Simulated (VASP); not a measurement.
# Li (Cmmm) in VASP: single point with PBE

Aim: the single point of Li with PBE.

Everything below comes from runs of VASP 6.6.1. Logs are shortened: lines on timing, memory, paths and dates and some standing lists are left out, and cuts for length are marked.

### Step 1. The cell of the first run

The typed cell holds 5 atoms: a = 3.894 Å, b = 3.894 Å, c = 7.433 Å, α = 90.00°, β = 90.00°, γ = 89.99°.

### Step 2. Single point, PBE

INCAR

```
SYSTEM = Li
  PREC = Accurate
  ENCUT = 520
  EDIFF = 1E-7
  ISMEAR = 0
  SIGMA = 0.1
  LREAL = .FALSE.
  LASPH = .TRUE.
  NELM = 100
  ALGO = Fast
  ISIF = 2
  LWAVE = .FALSE.
  LCHARG = .FALSE.
  GGA = PE
  NBANDS = 16
```

KPOINTS

```
regular mesh
0
G
  10 10 6
  0 0 0
```

POSCAR

```
Li
1.0
    2.7538786633     -2.7534558083      0.0000000000
    2.7538786633      2.7534558083      0.0000000000
    0.0000000000      0.0000000000      7.4330429347
Li
5
Direct
    0.5000000000      0.0000000000      0.3216898905
    0.0000000000      0.5000000000      0.6783101095
    0.0000000000      0.5000000000      0.3216898905
    0.5000000000      0.0000000000      0.6783101095
    0.0000000000      0.0000000000      0.0000000000
```

Potentials or basis: VASP PAW PBE potentials, release 64 (Li_sv).

The run is started by

```sh
$ cat potpaw_PBE.64/Li_sv/POTCAR > POTCAR
$ mpirun -np 1 vasp_std > vasp.out
```

OUTCAR:

```text
SYSTEM = Li
   PREC = Accurate
   ENCUT = 520
   EDIFF = 1E-7
   ISMEAR = 0
   LREAL = .FALSE.
   LASPH = .TRUE.
   NELM = 100
   ISIF = 2
   GGA = PE

 ion  position               nearest neighbor table
   1  0.500  0.000  0.322-
   2  0.000  0.500  0.678-
   3  0.000  0.500  0.322-
   4  0.500  0.000  0.678-
   5  0.000  0.000  0.000-

  LATTYP: Found a base centered orthorhombic cell.
 ALAT       =     5.5069116166
 B/A-ratio  =     1.0001535725
 C/A-ratio  =     1.3497661579

  Lattice vectors:

 A1 = (  -2.7538786633,  -2.7534558083,   0.0000000000)
 A2 = (   2.7538786633,  -2.7534558083,   0.0000000000)
 A3 = (   0.0000000000,   0.0000000000,   7.4330429347)

Analysis of symmetry for initial positions (statically):
=====================================================================
 Subroutine PRICEL returns:
 Original cell was already a primitive cell.

 Routine SETGRP: Setting up the symmetry group for a
 base centered orthorhombic supercell.

 Subroutine GETGRP returns: Found  8 space group operations
 (whereof  8 operations were pure point group operations)
 out of a pool of  8 trial point group operations.

The static configuration has the point symmetry D_2h.

Analysis of symmetry for dynamics (positions and initial velocities):
=====================================================================
 Subroutine PRICEL returns:
 Original cell was already a primitive cell.

 Routine SETGRP: Setting up the symmetry group for a
 base centered orthorhombic supercell.

 Subroutine GETGRP returns: Found  8 space group operations
 (whereof  8 operations were pure point group operations)
 out of a pool of  8 trial point group operations.

The dynamic configuration has the point symmetry D_2h.

 Subroutine INISYM returns: Found  8 space group operations
 (whereof  8 operations are pure point group operations),
 and found     1 'primitive' translations

----------------------------------------------------------------------------------------

                                     Primitive cell

  volume of cell :     112.7248

  direct lattice vectors                    reciprocal lattice vectors
     2.753878663 -2.753455808  0.000000000     0.181562102 -0.181589985  0.000000000
     2.753878663  2.753455808  0.000000000     0.181562102  0.181589985  0.000000000
     0.000000000  0.000000000  7.433042935     0.000000000  0.000000000  0.134534404

  length of vectors
     3.894273563  3.894273563  7.433042935     0.256787305  0.256787305  0.134534404

  position of ions in fractional coordinates (direct lattice)
     0.500000000  0.000000000  0.321689890
     0.000000000  0.500000000  0.678310110
     0.000000000  0.500000000  0.321689890
     0.500000000  0.000000000  0.678310110
     0.000000000  0.000000000  0.000000000

  ion indices of the primitive-cell ions
   primitive index   ion index
                 1           1
                 2           2
                 3           3
                 4           4
                 5           5

----------------------------------------------------------------------------------------

 KPOINTS: regular mesh

Automatic generation of k-mesh.
 Grid dimensions read from file:
 generate k-points for:   10   10    6

 Generating k-lattice:

  Cartesian coordinates                     Fractional coordinates (reciprocal lattice)
     0.018156210 -0.018158999  0.000000000     0.100000000  0.000000000  0.000000000
     0.018156210  0.018158999  0.000000000     0.000000000  0.100000000  0.000000000
     0.000000000  0.000000000  0.022422401     0.000000000  0.000000000  0.166666667

  Length of vectors
     0.025678730  0.025678730  0.022422401

  Shift w.r.t. Gamma in fractional coordinates (k-lattice)
     0.000000000  0.000000000  0.000000000

 Subroutine IBZKPT returns following result:
 ===========================================

 Found    124 irreducible k-points:

 Following reciprocal coordinates:
            Coordinates               Weight
  0.000000  0.000000  0.000000      1.000000
  0.100000  0.000000  0.000000      4.000000
  0.200000  0.000000  0.000000      4.000000
  0.300000  0.000000  0.000000      4.000000
  0.400000  0.000000  0.000000      4.000000
  0.500000  0.000000  0.000000      2.000000
[... 16 lines left out ...]
  0.300000  0.300000  0.000000      2.000000
  0.400000  0.300000  0.000000      4.000000
 [... further k-points ...]
   k-points           NKPTS =    124   k-points in BZ     NKDIM =    124   number of bands    NBANDS=     16
   number of dos      NEDOS =    301   number of ions     NIONS =      5
   total plane-waves  NPLWV =  50400
   dimension x,y,z NGX =    30 NGY =   30 NGZ =   56
   dimension x,y,z NGXF=    60 NGYF=   60 NGZF=  112
   ions per type =               5
   NGX,Y,Z   is equivalent  to a cutoff of  12.81, 12.81, 12.52 a.u.
   NGXF,Y,Z  is equivalent  to a cutoff of  25.61, 25.61, 25.05 a.u.
 SYSTEM =  Li
   PREC   = accura    normal or accurate (medium, high low for compatibility)
   ISTART =      0    job   : 0-new  1-cont  2-samecut
   ICHARG =      2    charge: 1-file 2-atom 10-const
   ISPIN  =      1    spin polarized calculation?
   LNONCOLLINEAR =      F non collinear calculations
   LSORBIT =      F    spin-orbit coupling
   LASPH  =      T    aspherical Exc in radial PAW
   ENCUT  =  520.0 eV  38.22 Ry    6.18 a.u.   7.24  7.24 13.82*2*pi/ulx,y,z
   NELM   =    100;   NELMIN=  2; NELMDL= -5     # of ELM steps
   EDIFF  = 0.1E-06   stopping-criterion for ELM
   LREAL  =      F    real-space projection
   EDIFFG = 0.1E-05   stopping-criterion for IOM
   NSW    =      0    number of steps for IOM
   IBRION =     -1    ionic relax: 0-MD 1-quasi-New 2-CG
   NFREE  =      0    steps in history (QN), initial steepest desc. (CG)
   ISIF   =      2    stress and relaxation
   ISYM   =      2    0-nonsym 1-usesym 2-fastsym
   POTIM  = 0.5000    time-step for ionic-motion
   TEBEG  =    0.0;   TEEND  =   0.0 temperature during run
   PSTRESS=    0.0 pullay stress
   NELECT =      15.0000    total number of electrons
   NUPDOWN=      -1.0000    fix difference up-down
   EMIN   =  10.00;   EMAX   =-10.00  energy-range for DOS
   EFERMI =   0.00;   METHOD = LEGACY
   ISMEAR =     0;   SIGMA  =   0.10  broadening in eV -4-tet -1-fermi 0-gaus
   EFERMI_NEDOS =   21; number of points for ismear=-14 and -15
   IALGO  =     68    algorithm
   IMIX   =      4    mixing-type and parameters
     AMIX     =   0.40;   BMIX     =  1.00
     AMIX_MAG =   1.60;   BMIX_MAG =  1.00
  volume/ion in A,a.u.               =      22.54       152.14
  Fermi-wavevector in a.u.,A,eV,Ry     =   0.835793  1.579420  9.504349  0.698550
  Thomas-Fermi vector in A             =   1.949410
   LORBIT       =      0    0 simple, 1 ext, 2 COOP (PROOUT), +10 PAW based schemes
   GGA     = PE    functional components
   LHFCALC =     F    Hartree Fock is set to
   AEXX    =    0.0000 exact exchange contribution
   IVDW    =     0    specifies the selected vdW correction
   LEPSILON=     F    determine dielectric tensor
   LRPA    =     F    only Hartree local field effects (RPA)
 non-spin polarized calculation
 RMM-DIIS sequential band-by-band and
 Gauss-broadening in eV      SIGMA  =   0.10
  energy-cutoff  :      520.00
  volume of cell :      112.72
 maximum number of plane-waves:      3072
 NGX is ok and might be reduce to    30
   NGX = 15   NGY = 15   NGZ = 27

 number of electron      14.9999967 magnetization

 Free energy of the ion-electron system (eV)
  ---------------------------------------------------
  ext. energy  EPLUGINS =         0.00000000
  ---------------------------------------------------
  free energy    TOTEN  =        -8.69976020 eV

  energy without entropy =       -8.68952743  energy(sigma->0) =       -8.69464381

 E-fermi :   0.2726     XC(G=0):  -6.7480

 val. band max:        0.2704655286   @ k =  -0.4000   0.3000   0.1667
 cond. band min:       0.2828501000   @ k =   0.4000   0.0000   0.0000
 fundamental gap:      0.0123845714
 Fermi energy:         0.2725764187

 k-point     1 :       0.0000    0.0000    0.0000
  band No.  band energies     occupation
      1     -46.7751      2.00000
      2     -46.4829      2.00000
      3     -46.4688      2.00000
      4     -46.4454      2.00000
      5     -46.4326      2.00000
      6      -3.0645      2.00000
[... 8 lines left out ...]
     15       6.6362      0.00000
     16       6.8345      0.00000

 k-point     2 :       0.1000    0.0000    0.0000
  band No.  band energies     occupation
      1     -46.7751      2.00000
      2     -46.4820      2.00000
      3     -46.4679      2.00000
      4     -46.4463      2.00000
      5     -46.4335      2.00000
      6      -2.9899      2.00000
[... 8 lines left out ...]
     15       6.4246      0.00000
     16       6.8910      0.00000

 k-point     3 :       0.2000    0.0000    0.0000
  band No.  band energies     occupation
      1     -46.7750      2.00000
      2     -46.4792      2.00000
      3     -46.4652      2.00000
      4     -46.4489      2.00000
      5     -46.4360      2.00000
      6      -2.7656      2.00000
[... 8 lines left out ...]
     15       6.6521      0.00000
     16       7.2896      0.00000

 k-point     4 :       0.3000    0.0000    0.0000
  band No.  band energies     occupation
      1     -46.7749      2.00000
      2     -46.4750      2.00000
      3     -46.4612      2.00000
      4     -46.4530      2.00000
      5     -46.4399      2.00000
      6      -2.3908      2.00000
[... 8 lines left out ...]
     15       6.8726      0.00000
     16       7.3916      0.00000
[... 324 lines left out ...]
 k-point    22 :      -0.2000    0.2000    0.0000
  band No.  band energies     occupation
      1     -46.7749      2.00000
      2     -46.4762      2.00000
      3     -46.4624      2.00000
      4     -46.4517      2.00000
      5     -46.4387      2.00000
      6      -2.4717      2.00000
[... 8 lines left out ...]
     15       6.4917      0.00000
     16       6.6569      0.00000

 k-point    23 :       0.3000    0.3000    0.0000
  band No.  band energies     occupation
      1     -46.7747      2.00000
      2     -46.4703      2.00000
      3     -46.4573      2.00000
      4     -46.4566      2.00000
      5     -46.4441      2.00000
      6      -1.7483      2.00000
[... 8 lines left out ...]
     15       5.3791      0.00000
     16       6.3555      0.00000

 k-point    24 :       0.4000    0.3000    0.0000
  band No.  band energies     occupation
      1     -46.7746      2.00000
      2     -46.4672      2.00000
      3     -46.4603      2.00000
      4     -46.4536      2.00000
      5     -46.4470      2.00000
      6      -1.2562      2.00000
[... 8 lines left out ...]
     15       5.3820      0.00000
     16       5.9258      0.00000

 [... further k-points ...]

------------------------ aborting loop because EDIFF is reached ----------------------------------------

  FORCE on cell =-STRESS in cart. coord.  units (eV):
  Direction    XX          YY          ZZ          XY          YZ          ZX
  --------------------------------------------------------------------------------------
  -------------------------------------------------------------------------------------
  Total       -0.0557250     -0.0508614     -0.0450428      0.0000000      0.0000000      0.0000000
  in kB       -0.7920295     -0.7229024     -0.6402012      0.0000000      0.0000000      0.0000000
  external PRESSURE =      -0.7183777 kB  Pullay stress =       0.0000000 kB

 VOLUME and BASIS-vectors are now :
 -----------------------------------------------------------------------------
  energy-cutoff  :      520.00
  volume of cell :      112.72
      direct lattice vectors                 reciprocal lattice vectors
     2.753878663 -2.753455808  0.000000000     0.181562102 -0.181589985  0.000000000
     2.753878663  2.753455808  0.000000000     0.181562102  0.181589985  0.000000000
     0.000000000  0.000000000  7.433042935     0.000000000  0.000000000  0.134534404

 POSITION                                       TOTAL-FORCE (eV/Angst)
 -----------------------------------------------------------------------------------
      1.37694     -1.37673      2.39113        -0.000000     -0.000000      0.000778
      1.37694      1.37673      5.04191        -0.000000      0.000000     -0.000778
      1.37694      1.37673      2.39113         0.000000      0.000000      0.000778
      1.37694     -1.37673      5.04191         0.000000     -0.000000     -0.000778
      0.00000      0.00000      0.00000         0.000000      0.000000      0.000000
 -----------------------------------------------------------------------------------
    total drift:                                0.000000      0.000000      0.000000

  FREE ENERGIE OF THE ION-ELECTRON SYSTEM (eV)
  ---------------------------------------------------
  free  energy   TOTEN  =        -8.6997602038 eV

  energy  without entropy=       -8.6895274261  energy(sigma->0) =       -8.69464381
```

Wall time 6.1 min (1 thread of Intel Xeon Platinum 8488C (Sapphire Rapids), shared host); peak memory 0.31 GiB.

What came out:

```yaml
Free_energy: -8.6998 eV
Band_gap_on_the_k_mesh: zero (an odd number of electrons rules out a gap without spin polarisation)
```

Caveat: the cutoff is under 1.25 times the usual one of these potentials, so pressure, stress and relaxed cells hold a basis-set (Pulay) error.
